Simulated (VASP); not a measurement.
Crystal: RbCl.

```
CELL_PARAMETERS angstrom
0.00000 3.30573 3.30573
3.30573 0.00000 3.30573
3.30573 3.30573 0.00000
ATOMIC_POSITIONS crystal
Rb 0.00000 0.00000 0.00000
Cl 0.50000 0.50000 0.50000
```

Base run:

* Program: VASP 6.6.1
* Functional: HSE06
* Potentials or basis: VASP PAW PBE potentials, release 64 (Rb_sv, Cl)
* Cutoff: 400 eV
* k mesh: 4 × 4 × 4
* Occupations: gaussian, width 0.01 eV
* Spin: no spin polarisation

Its results: band gap on the k mesh 6.25 eV, direct; pressure 0.3 GPa.

Q: The run is repeated on the same cell with these changes: functional from HSE06 to PBE-based global hybrid. What comes out?

A: Band gap on the k mesh 13.37 eV, direct; pressure -0.7 GPa.

Caveats: the PAW data sets were made with another functional, which shifts forces and pressure a little.

